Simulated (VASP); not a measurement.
Write the native input for VASP 6.6.1 that does the following.

| Item | Value |
| --- | --- |
| Task | single point |
| Functional | LDA |
| Potentials or basis | VASP PAW LDA potentials, release 64 (Ta_pv) |
| Cutoff | 520 eV |
| k mesh | 16 × 16 × 16 |
| Occupations | fermi-dirac, width 0.1 eV |
| Spin | no spin polarisation |
| Dipole correction | no |
| Further INCAR settings | ALGO = Normal; EDIFF = 1e-07; NBANDS = 12 |

The structure of Ta lies in POSCAR:

```
Ta
1.0
    0.0000000000      1.7470708616      1.7470708616
    1.7470708616      0.0000000000      1.7470708616
    1.7470708616      1.7470708616      0.0000000000
Ta
1
Direct
    0.0000000000      0.0000000000      0.0000000000
```

This cell differs from its parent crystal: volume scaled by 0.6.

These files were run (other wordings do the same):

INCAR

```
PREC = Accurate
ENCUT = 520
EDIFF = 1E-7
ISMEAR = -1
SIGMA = 0.1
LREAL = F
LASPH = T
NELM = 60
ALGO = Normal
ISIF = 2
LWAVE = F
LCHARG = T
LELF = T
LVHAR = T
NBANDS = 12
```

KPOINTS

```
Automatic mesh
0
Gamma
  16 16 16
```

Potentials or basis: VASP PAW LDA potentials, release 64 (Ta_pv).

Run with:

```bash
$ cat potpaw_LDA.64/Ta_pv/POTCAR > POTCAR
$ mpirun -np 1 vasp_std > vasp.out
```

It gave:

* Pressure: 275.4 GPa

It took 5.6 s on 1 thread of Intel(R) Xeon(R) 6975P-C (Granite Rapids), with other jobs on the host, peak memory 0.13 GiB.
